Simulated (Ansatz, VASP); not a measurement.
**Mg6CoSb: VASP beside Ansatz**

```
CELL_PARAMETERS angstrom
4.88115 0.00000 0.00000
0.00000 3.11361 5.32727
0.00000 -3.11361 5.32727
ATOMIC_POSITIONS crystal
Sb 0.50000 0.67279 0.67279
Co 0.00000 0.84218 0.84218
Mg 0.50000 0.16925 0.16925
Mg 0.50000 0.67500 0.14749
Mg 0.50000 0.14749 0.67500
Mg 0.00000 0.33401 0.33401
Mg 0.00000 0.83797 0.32132
Mg 0.00000 0.32132 0.83797
```

Alike in both runs: task single point; functional PBE; k mesh 6 × 5 × 5; occupations fermi-dirac, width 0.05 eV; collinear spin.

|  | VASP | Ansatz |
| --- | --- | --- |
| version | VASP 6.6.1 | Ansatz 0.2.0 |
| potentials or method | VASP PAW PBE potentials, release 64 (Sb, Co, Mg) | Ansatz PAW |
| plane-wave cutoff (eV) | 520 | 420 |
| valence electrons in the cell | 26 | 92 |

Ansatz gave:

* gap on the k mesh at the Fermi level (eV): none
* pressure (GPa): 0.2
* traceless stress, the component that is largest in VASP (GPa): -0.14
* rms of the force components (eV/Å): 0.022
* net moment per atom (μB): 0.12
* size of the moment on the site where the two differ most (μB): 1.15

Question: Estimate VASP's values.

Answer: gap on the k mesh at the Fermi level (eV): none; pressure (GPa): 0.3; traceless stress, the component that is largest in VASP (GPa): -0.16; rms of the force components (eV/Å): 0.020; net moment per atom (μB): 0.12; size of the moment on the site where the two differ most (μB): 1.10.

Site moments also hang on the region over which each program counts them. Atom by atom the forces differ by 0.002 eV/Å (rms over components). A gap of «none» marks a metal or a gap that the smearing closes. The functional is the same, so the differences come from potentials, cutoffs and numerics. VASP's potentials hold 26 valence electrons a cell and Ansatz's 92, so a difference there can come from the potentials and not from the codes.

Neither program's run includes spin-orbit coupling.
